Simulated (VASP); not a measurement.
The system is Rh.

```
Rh
1.0
     0.00000    1.90081    1.90081
     1.90081    0.00000    1.90081
     1.90081    1.90081    0.00000
Rh
1
Direct
  0.00000 0.00000 0.00000
```

Base run:

- Program: VASP 6.6.1
- Functional: r2SCAN
- Potentials or basis: VASP PAW PBE potentials, release 64 (Rh_pv)
- Cutoff: 520 eV
- k mesh: 14 × 14 × 14
- Occupations: fermi-dirac, width 1 eV
- Spin: no spin polarisation

Its results: pressure 26.1 GPa.

Task: The run is repeated on the same cell with these changes: occupations from fermi-dirac, width 1 eV to gaussian, width 0.1 eV. What comes out?

Result: Pressure 0.9 GPa.

Caveats: the PAW data sets were made with another functional, which shifts forces and pressure a little.
